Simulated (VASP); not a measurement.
# Mo in VASP: a series of runs

Runs on Mo. Level: PBE. Tasks: single point.

All numbers are computed with VASP 6.6.1; they aren't measurements. Logs are shortened: lines on timing, memory, paths and dates and some standing lists are left out, and cuts for length are marked.

## Step 1: The cell of the first run

Symmetry: Fm-3m, No. 225, cubic system. Conventional cell: a = 4.128 Å, b = 4.128 Å, c = 4.128 Å, α = 90.00°, β = 90.00°, γ = 90.00°. Within 3.8 Å of Mo (site symmetry m-3m) lie 12 Mo at 2.92 Å.

This isn't the form of Mo at room conditions, which is bcc.

## Step 2: Single point, PBE (strained)

Contents of INCAR:

```
ALGO     = Fast           # electronic algorithm
EDIFF    = 1E-7           # SCF threshold, eV
ENCUT    = 520            # plane-wave cutoff, eV
GGA      = PE             # functional
ISIF     = 2              # what is computed and relaxed
ISMEAR   = 0              # smearing method
LASPH    = T              # aspherical terms in the spheres
LCHARG   = T              # write CHGCAR
LELF     = T              # ELF
LREAL    = F              # projectors in reciprocal space
LVHAR    = T            
LWAVE    = F              # write WAVECAR
NBANDS   = 13             # bands
NELM     = 60             # most SCF steps
PREC     = Accurate       # precision mode
SIGMA    = 0.1            # smearing width, eV
```

Contents of KPOINTS:

```
k-points
0
Gamma
  18 18 18
```

Contents of POSCAR:

```
Mo
1.0
    0.0000000000      2.0641257000      2.0641257000
    2.0641257000      0.0000000000      2.0641257000
    2.0641257000      2.0641257000      0.0000000000
Mo
1
Direct
    0.0000000000      0.0000000000      0.0000000000
```

Potentials or basis: VASP PAW PBE potentials, release 64 (Mo_sv).

The run is started by

```
> cat potpaw_PBE.64/Mo_sv/POTCAR > POTCAR
> mpirun -np 1 vasp_std > vasp.out
```

OUTCAR:

```text
EDIFF = 1E-7
   ENCUT = 520
   GGA = PE
   ISIF = 2
   ISMEAR = 0
   LASPH = T
   LREAL = F
   NELM = 60
   PREC = Accurate

 ion  position               nearest neighbor table
   1  0.000  0.000  0.000-

  LATTYP: Found a face centered cubic cell.
 ALAT       =     4.1282514000

  Lattice vectors:

 A1 = (   0.0000000000,   2.0641257000,   2.0641257000)
 A2 = (   2.0641257000,   0.0000000000,   2.0641257000)
 A3 = (   2.0641257000,   2.0641257000,   0.0000000000)

Analysis of symmetry for initial positions (statically):
=====================================================================
 Subroutine PRICEL returns:
 Original cell was already a primitive cell.

 Routine SETGRP: Setting up the symmetry group for a
 face centered cubic supercell.

 Subroutine GETGRP returns: Found 48 space group operations
 (whereof 48 operations were pure point group operations)
 out of a pool of 48 trial point group operations.

The static configuration has the point symmetry O_h .

Analysis of symmetry for dynamics (positions and initial velocities):
=====================================================================
 Subroutine PRICEL returns:
 Original cell was already a primitive cell.

 Routine SETGRP: Setting up the symmetry group for a
 face centered cubic supercell.

 Subroutine GETGRP returns: Found 48 space group operations
 (whereof 48 operations were pure point group operations)
 out of a pool of 48 trial point group operations.

The dynamic configuration has the point symmetry O_h .

 Subroutine INISYM returns: Found 48 space group operations
 (whereof 48 operations are pure point group operations),
 and found     1 'primitive' translations

----------------------------------------------------------------------------------------

                                     Primitive cell

  volume of cell :      17.5889

  direct lattice vectors                    reciprocal lattice vectors
     0.000000000  2.064125700  2.064125700    -0.242233310  0.242233310  0.242233310
     2.064125700  0.000000000  2.064125700     0.242233310 -0.242233310  0.242233310
     2.064125700  2.064125700  0.000000000     0.242233310  0.242233310 -0.242233310

  length of vectors
     2.919114559  2.919114559  2.919114559     0.419560400  0.419560400  0.419560400

  position of ions in fractional coordinates (direct lattice)
     0.000000000  0.000000000  0.000000000

  ion indices of the primitive-cell ions
   primitive index   ion index
                 1           1

----------------------------------------------------------------------------------------

 KPOINTS: k-points

Automatic generation of k-mesh.
 Grid dimensions read from file:
 generate k-points for:   18   18   18

 Generating k-lattice:

  Cartesian coordinates                     Fractional coordinates (reciprocal lattice)
    -0.013457406  0.013457406  0.013457406     0.055555556  0.000000000  0.000000000
     0.013457406 -0.013457406  0.013457406     0.000000000  0.055555556  0.000000000
     0.013457406  0.013457406 -0.013457406     0.000000000  0.000000000  0.055555556

  Length of vectors
     0.023308911  0.023308911  0.023308911

  Shift w.r.t. Gamma in fractional coordinates (k-lattice)
     0.000000000  0.000000000  0.000000000

 Subroutine IBZKPT returns following result:
 ===========================================

 Found    195 irreducible k-points:

 Following reciprocal coordinates:
            Coordinates               Weight
  0.000000  0.000000  0.000000      1.000000
  0.055556  0.000000  0.000000      8.000000
  0.111111  0.000000  0.000000      8.000000
  0.166667  0.000000  0.000000      8.000000
  0.222222  0.000000  0.000000      8.000000
  0.277778  0.000000  0.000000      8.000000
[... 16 lines left out ...]
 -0.277778  0.055556  0.000000     24.000000
 -0.222222  0.055556  0.000000     24.000000
 [... further k-points ...]
   k-points           NKPTS =    195   k-points in BZ     NKDIM =    195   number of bands    NBANDS=     13
   number of dos      NEDOS =    301   number of ions     NIONS =      1
   total plane-waves  NPLWV =  13824
   dimension x,y,z NGX =    24 NGY =   24 NGZ =   24
   dimension x,y,z NGXF=    48 NGYF=   48 NGZF=   48
   ions per type =               1
   NGX,Y,Z   is equivalent  to a cutoff of  13.67, 13.67, 13.67 a.u.
   NGXF,Y,Z  is equivalent  to a cutoff of  27.34, 27.34, 27.34 a.u.
 SYSTEM =  unknown system
   PREC   = accura    normal or accurate (medium, high low for compatibility)
   ISTART =      0    job   : 0-new  1-cont  2-samecut
   ICHARG =      2    charge: 1-file 2-atom 10-const
   ISPIN  =      1    spin polarized calculation?
   LNONCOLLINEAR =      F non collinear calculations
   LSORBIT =      F    spin-orbit coupling
   LASPH  =      T    aspherical Exc in radial PAW
   ENCUT  =  520.0 eV  38.22 Ry    6.18 a.u.   5.43  5.43  5.43*2*pi/ulx,y,z
   NELM   =     60;   NELMIN=  2; NELMDL= -5     # of ELM steps
[... 22 lines left out ...]
  Fermi-wavevector in a.u.,A,eV,Ry     =   1.517183  2.867061 31.318502  2.301845
  Thomas-Fermi vector in A             =   2.626473
   LORBIT       =      0    0 simple, 1 ext, 2 COOP (PROOUT), +10 PAW based schemes
   GGA     = PE    functional components
   LHFCALC =     F    Hartree Fock is set to
   AEXX    =    0.0000 exact exchange contribution
   IVDW    =     0    specifies the selected vdW correction
   LEPSILON=     F    determine dielectric tensor
   LRPA    =     F    only Hartree local field effects (RPA)
 non-spin polarized calculation
 RMM-DIIS sequential band-by-band and
 Gauss-broadening in eV      SIGMA  =   0.10
  energy-cutoff  :      520.00
  volume of cell :       17.59
 maximum number of plane-waves:       495
 NGX is ok and might be reduce to    24
   NGX = 11   NGY = 11   NGZ = 11

 number of electron      13.9999998 magnetization

 Free energy of the ion-electron system (eV)
  ---------------------------------------------------
  ext. energy  EPLUGINS =         0.00000000
  ---------------------------------------------------
  free energy    TOTEN  =       -10.42322518 eV

  energy without entropy =      -10.41589989  energy(sigma->0) =      -10.41956253

 E-fermi :  10.4032     XC(G=0): -12.7199

 val. band max:       10.4012659355   @ k =   0.2222   0.1667   0.0556
 cond. band min:      10.4303403375   @ k =  -0.3333   0.1667   0.0000
 fundamental gap:      0.0290744020
 Fermi energy:        10.4031798838

 k-point     1 :       0.0000    0.0000    0.0000
  band No.  band energies     occupation
      1     -50.3649      2.00000
      2     -23.8769      2.00000
      3     -23.8769      2.00000
      4     -23.8769      2.00000
      5       3.9744      2.00000
      6       9.8162      2.00000
      7       9.8162      2.00000
      8       9.8162      2.00000
      9      12.1480      0.00000
     10      12.1480      0.00000
     11      23.4312      0.00000
     12      28.2446      0.00000
     13      28.2446      0.00000

 k-point     2 :       0.0556    0.0000    0.0000
  band No.  band energies     occupation
      1     -50.3605      2.00000
      2     -23.9073      2.00000
      3     -23.8808      2.00000
      4     -23.8808      2.00000
      5       4.0885      2.00000
      6       9.7411      2.00000
      7       9.8671      2.00000
      8       9.8671      2.00000
      9      12.1095      0.00000
     10      12.1095      0.00000
     11      23.6435      0.00000
     12      27.6988      0.00000
     13      28.4432      0.00000

 k-point     3 :       0.1111    0.0000    0.0000
  band No.  band energies     occupation
      1     -50.3474      2.00000
      2     -23.9942      2.00000
      3     -23.8920      2.00000
      4     -23.8920      2.00000
      5       4.4175      2.00000
      6       9.5477      2.00000
      7      10.0000      2.00000
      8      10.0000      2.00000
      9      12.0235      0.00000
     10      12.0235      0.00000
     11      24.2232      0.00000
     12      26.5919      0.00000
     13      29.0216      0.00000
[... 305 lines left out ...]
 k-point    23 :      -0.2778    0.0556    0.0000
  band No.  band energies     occupation
      1     -50.2649      2.00000
      2     -24.5030      2.00000
      3     -23.9924      2.00000
      4     -23.9500      2.00000
      5       6.1778      2.00000
      6       9.3496      2.00000
      7      10.0178      2.00000
      8      10.1335      1.99986
      9      12.2704      0.00000
     10      13.0734      0.00000
     11      22.9804      0.00000
     12      25.6590      0.00000
     13      30.5803      0.00000

 k-point    24 :      -0.2222    0.0556    0.0000
  band No.  band energies     occupation
      1     -50.2908      2.00000
      2     -24.3433      2.00000
      3     -23.9695      2.00000
      4     -23.9273      2.00000
      5       5.7603      2.00000
      6       9.1048      2.00000
      7      10.1657      1.99922
      8      10.2639      1.95118
      9      11.8489      0.00000
     10      12.6096      0.00000
     11      23.9539      0.00000
     12      26.0472      0.00000
     13      30.4666      0.00000

 [... further k-points ...]

------------------------ aborting loop because EDIFF is reached ----------------------------------------

  FORCE on cell =-STRESS in cart. coord.  units (eV):
  Direction    XX          YY          ZZ          XY          YZ          ZX
  --------------------------------------------------------------------------------------
  -------------------------------------------------------------------------------------
  Total       -1.9854124     -1.9854124     -1.9854124      0.0000000      0.0000000      0.0000000
  in kB     -180.8518282   -180.8518282   -180.8518282      0.0000000      0.0000000      0.0000000
  external PRESSURE =    -180.8518282 kB  Pullay stress =       0.0000000 kB

 VOLUME and BASIS-vectors are now :
 -----------------------------------------------------------------------------
  energy-cutoff  :      520.00
  volume of cell :       17.59
      direct lattice vectors                 reciprocal lattice vectors
     0.000000000  2.064125700  2.064125700    -0.242233310  0.242233310  0.242233310
     2.064125700  0.000000000  2.064125700     0.242233310 -0.242233310  0.242233310
     2.064125700  2.064125700  0.000000000     0.242233310  0.242233310 -0.242233310

 POSITION                                       TOTAL-FORCE (eV/Angst)
 -----------------------------------------------------------------------------------
      0.00000      0.00000      0.00000         0.000000     -0.000000      0.000000
 -----------------------------------------------------------------------------------
    total drift:                               -0.000000      0.000000     -0.000000

  FREE ENERGIE OF THE ION-ELECTRON SYSTEM (eV)
  ---------------------------------------------------
  free  energy   TOTEN  =       -10.4232251774 eV

  energy  without entropy=      -10.4158998872  energy(sigma->0) =      -10.41956253
```

It took 46 s on 1 thread of AMD EPYC 7R43 (Zen 3), shared host; peak memory 0.13 GiB.

What came out:

```yaml
Free_energy: -10.4232 eV
Pressure: -18.1 GPa
Band_gap_on_the_k_mesh: zero (bands 7 and 8 overlap by 4.08 eV)
```

Levels at points of the mesh, in eV from the Fermi level:
```
           k point  band 3  band 4  band 5  band 6  band 7  band 8  band 9  band 10  band 11  band 12
(0.00, 0.00, 0.00)  -34.28  -34.28   -6.43   -0.59   -0.59   -0.59    1.74     1.74    13.03    17.84
(0.50, 0.00, 0.00)  -34.41  -34.41   -4.16   -0.74   -0.74    1.28    3.53     3.53     9.80    12.68
(0.50, 0.50, 0.00)  -34.63  -34.63   -4.36   -3.73    3.49    3.53    4.03     4.03    11.74    11.74
```

Caveat: the cell differs from its parent crystal (strained); the cell stands under tension.

## Step 3: Single point, PBE (strained)

Contents of INCAR:

```
PREC     = Accurate       # precision mode
ENCUT    = 520            # plane-wave cutoff, eV
EDIFF    = 1E-7           # SCF threshold, eV
ISMEAR   = 0              # smearing method
SIGMA    = 0.1            # smearing width, eV
LREAL    = False          # projectors in reciprocal space
LASPH    = True           # aspherical terms in the spheres
NELM     = 80             # most SCF steps
ALGO     = Normal         # electronic algorithm
ISIF     = 2              # what is computed and relaxed
LWAVE    = False          # write WAVECAR
LCHARG   = False          # write CHGCAR
GGA      = PE             # functional
NBANDS   = 13             # bands
```

Contents of KPOINTS:

```
Automatic mesh
0
Gamma
  18 18 18
```

Contents of POSCAR:

```
Mo
1.0
    0.0000000000      2.0797218000      2.0797218000
    2.0797218000      0.0000000000      2.0797218000
    2.0797218000      2.0797218000      0.0000000000
Mo
1
Direct
    0.0000000000      0.0000000000      0.0000000000
```

Potentials or basis: VASP PAW PBE potentials, release 64 (Mo_sv).

The run is started by

```
> cat potpaw_PBE.64/Mo_sv/POTCAR > POTCAR
> mpirun -np 1 vasp_std > vasp.out
```

Run time: 31 s. Hardware: 1 thread of AMD EPYC 7R43 (Zen 3), shared host; peak memory 0.14 GiB.

It converged, with:

| Item | Value |
| --- | --- |
| Free energy | -10.3737 eV |
| Pressure | -21.5 GPa |
| Band gap on the k mesh | zero (bands 7 and 8 overlap by 3.94 eV) |

Levels at points of the mesh, in eV from the Fermi level:
| k point | band 5 | band 6 | band 7 | band 8 | band 9 | band 10 |
| --- | --- | --- | --- | --- | --- | --- |
| (0.00, 0.00, 0.00) | -6.35 | -0.56 | -0.56 | -0.56 | 1.69 | 1.69 |
| (0.50, 0.00, 0.00) | -4.06 | -0.71 | -0.71 | 1.23 | 3.41 | 3.41 |
| (0.50, 0.50, 0.00) | -4.23 | -3.62 | 3.38 | 3.43 | 3.90 | 3.90 |

Caveat: the cell differs from its parent crystal (strained); the cell stands under tension.

## Step 4: Single point, PBE (strained)

Contents of INCAR:

```
SYSTEM = Mo
  PREC = Accurate
  ENCUT = 520
  EDIFF = 1E-7
  ISMEAR = 0
  SIGMA = 0.1
  LREAL = .False.
  LASPH = .True.
  NELM = 80
  ALGO = Normal
  ISIF = 2
  LWAVE = .False.
  LCHARG = .True.
  GGA = PE
  LELF = .True.
  LVHAR = .True.
  NBANDS = 13
```

Contents of KPOINTS:

```
regular mesh
0
Gamma
  18 18 18
  0 0 0
```

Contents of POSCAR:

```
Mo
1.0
    0.0000000000      2.1024913000      2.1024913000
    2.1024913000      0.0000000000      2.1024913000
    2.1024913000      2.1024913000      0.0000000000
Mo
1
Direct
    0.0000000000      0.0000000000      0.0000000000
```

The run is started by

```
> cat potpaw_PBE.64/Mo_sv/POTCAR > POTCAR
> mpirun -np 1 vasp_std > vasp.out
```

Run time: 32 s. Hardware: 1 thread of AMD EPYC 7R43 (Zen 3), shared host; peak memory 0.14 GiB.

It converged, with:

```
Free energy            : -10.2854 eV
Pressure               : -25.8 GPa
Band gap on the k mesh : zero (bands 7 and 8 overlap by 3.75 eV)
```

Levels at points of the mesh, in eV from the Fermi level:
```
           k point  band 3  band 4  band 5  band 6  band 7  band 8  band 9  band 10  band 11  band 12
(0.00, 0.00, 0.00)  -34.41  -34.41   -6.24   -0.53   -0.53   -0.53    1.61     1.61    12.96    17.52
(0.50, 0.00, 0.00)  -34.52  -34.52   -3.92   -0.66   -0.66    1.16    3.25     3.25     9.09    12.59
(0.50, 0.50, 0.00)  -34.70  -34.70   -4.04   -3.45    3.21    3.28    3.71     3.71    11.33    11.33
```

Caveat: the cell differs from its parent crystal (strained); the cell stands under tension.

## Step 5: Single point, PBE (strained)

Contents of INCAR:

```
PREC = Accurate
ENCUT = 520
EDIFF = 1E-6
ISMEAR = 0
SIGMA = 0.1
LREAL = False
LASPH = True
NELM = 100
ALGO = Normal
ISIF = 2
LWAVE = False
LCHARG = False
GGA = PE
NBANDS = 13
```

Contents of KPOINTS:

```
regular mesh
0
Gamma
  18 18 18
```

Contents of POSCAR:

```
Mo
1.0
    0.0000000000      2.1104304000      2.1104304000
    2.1104304000      0.0000000000      2.1104304000
    2.1104304000      2.1104304000      0.0000000000
Mo
1
Direct
    0.0000000000      0.0000000000      0.0000000000
```

The run is started by

```
> cat potpaw_PBE.64/Mo_sv/POTCAR > POTCAR
> mpirun -np 1 vasp_std > vasp.out
```

Wall time 32 s (1 thread of AMD EPYC 7R43 (Zen 3), shared host); peak memory 0.14 GiB.

The run converged. Its results:

* Free energy: -10.2506 eV
* Pressure: -27.1 GPa
* Band gap on the k mesh: zero (bands 7 and 8 overlap by 3.68 eV)

Levels at points of the mesh, in eV from the Fermi level:
```tsv
k point	band 5	band 6	band 7	band 8	band 9	band 10
(0.00, 0.00, 0.00)	-6.20	-0.52	-0.52	-0.52	1.59	1.59
(0.50, 0.00, 0.00)	-3.88	-0.65	-0.65	1.13	3.20	3.20
(0.50, 0.50, 0.00)	-3.98	-3.40	3.16	3.24	3.65	3.65
```

Caveat: the cell differs from its parent crystal (strained); the cell stands under tension.

## Step 6: Single point, PBE (strained)

Contents of INCAR:

```
SYSTEM = Mo
PREC     = Accurate       ! precision mode
ENCUT    = 520            ! plane-wave cutoff, eV
EDIFF    = 1E-7           ! SCF threshold, eV
ISMEAR   = 0              ! smearing method
SIGMA    = 0.1            ! smearing width, eV
LREAL    = .False.        ! projectors in reciprocal space
LASPH    = .True.         ! aspherical terms in the spheres
NELM     = 60             ! most SCF steps
ALGO     = Normal         ! electronic algorithm
ISIF     = 2              ! what is computed and relaxed
LWAVE    = .False.        ! write WAVECAR
LCHARG   = .False.        ! write CHGCAR
GGA      = PE             ! functional
NBANDS   = 13             ! bands
```

Contents of KPOINTS:

```
Automatic mesh
0
Gamma
  16 16 16
  0 0 0
```

Contents of POSCAR:

```
Mo
1.0
    0.0000000000      1.8969210000      1.9573710000
    1.9573710000      0.0000000000      1.9573710000
    1.9573710000      1.8969210000      0.0000000000
Mo
1
Direct
    0.0000000000      0.0000000000      0.0000000000
```

Potentials or basis: VASP PAW PBE potentials, release 64 (Mo_sv).

The run is started by

```
> cat potpaw_PBE.64/Mo_sv/POTCAR > POTCAR
> mpirun -np 1 vasp_std > vasp.out
```

Run time: 55 s. Hardware: 1 thread of AMD EPYC 7R43 (Zen 3), shared host; peak memory 0.14 GiB.

It converged, with:

| Property | Result |
| --- | --- |
| Free energy | -10.3939 eV |
| Pressure | 29.3 GPa |
| Band gap on the k mesh | zero (bands 7 and 8 overlap by 5.37 eV) |

Stress tensor (GPa, compression positive):
```
32.17  0.00  0.00
 0.00 23.52  0.00
 0.00  0.00 32.17
```

Levels at points of the mesh, in eV from the Fermi level:
```csv
k point,band 5,band 6,band 7,band 8,band 9,band 10
"(0.00, 0.00, 0.00)",-7.00,-1.00,-1.00,-0.59,1.91,2.48
"(0.50, 0.00, 0.00)",-5.10,-1.33,-0.85,1.95,4.45,4.72
"(0.50, 0.50, 0.00)",-5.63,-4.88,4.46,4.55,5.04,5.48
"(0.50, 0.00, 0.50)",-5.68,-4.97,4.52,5.13,5.29,5.29
```

Caveat: the cell differs from its parent crystal (strained); the stress differs along the axes, from 24 to 32 GPa.

## Step 7: Overview

| cell | k mesh | gap on the mesh (eV) | pressure (GPa) |
| --- | --- | --- | --- |
| a = 2.919 Å, angles 60.0°, 1 atom | 18 × 18 × 18 | none | -18.1 |
| a = 2.941 Å, angles 60.0°, 1 atom | 18 × 18 × 18 | none | -21.5 |
| a = 2.973 Å, angles 60.0°, 1 atom | 18 × 18 × 18 | none | -25.8 |
| a = 2.985 Å, angles 60.0°, 1 atom | 18 × 18 × 18 | none | -27.1 |
| a = 2.726, b = 2.768 Å, angles 59.5, 61.0, 59.5°, 1 atom | 16 × 16 × 16 | none | 29.3 |

Alike in all rows: task single point; level PBE; potentials or basis VASP PAW PBE potentials, release 64 (Mo_sv); no spin polarisation; cutoff (eV) 520; smearing gaussian 0.1 eV.

Caveats: the cell stands under tension (at least some runs); the stress differs along the axes, from 24 to 32 GPa (at least some runs).

Absolute energies hang on the potentials; compare differences alone.

The gap in the log of VASP goes by the Fermi energy; the results here count the filled bands.